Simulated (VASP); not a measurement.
Input of a VASP 6.6.1 run:

INCAR

```
SYSTEM = Se
PREC     = Accurate       ! precision mode
ENCUT    = 520            ! plane-wave cutoff, eV
EDIFF    = 1E-7           ! SCF threshold, eV
ISMEAR   = -1             ! smearing method
SIGMA    = 0.014          ! smearing width, eV
LREAL    = .FALSE.        ! projectors in reciprocal space
LASPH    = .TRUE.         ! aspherical terms in the spheres
NELM     = 60             ! most SCF steps
ALGO     = Normal         ! electronic algorithm
ISIF     = 2              ! what is computed and relaxed
LWAVE    = .FALSE.        ! write WAVECAR
LCHARG   = .FALSE.        ! write CHGCAR
GGA      = PE             ! functional
NBANDS   = 13             ! bands
```

File KPOINTS:

```
Automatic mesh
0
G
  6 6 4
  0 0 0
```

The input POSCAR:

```
Se
1.0
    1.3942694300     -4.0390027650      0.0000000000
    1.3942694300      4.0390027650      0.0000000000
    0.0000000000      0.0000000000      4.6134314000
Se
2
Direct
    0.9356553200      0.0643446800      0.2500000000
    0.0643446800      0.9356553200      0.7500000000
```

Potentials or basis: VASP PAW PBE potentials, release 64 (Se).

Run with:

```bash
$ cat potpaw_PBE.64/Se/POTCAR > POTCAR
$ mpirun -np 1 vasp_std > vasp.out
```

Q: What does it give for the band gap on the k mesh?

A: Zero (band 6 reaches 5.31 eV, above the bottom of band 7 at 2.22 eV).

Q: What does it give for the pressure?

A: 1.6 GPa.

Q: Estimate the largest force.

A: 0.341 eV/Å.

Forces in eV/Å, atoms in the order of the input:
```
Se   0.000 -0.341  0.000
Se   0.000  0.341  0.000
```

Caveat: the k points lie up to 0.40 Å⁻¹ apart.
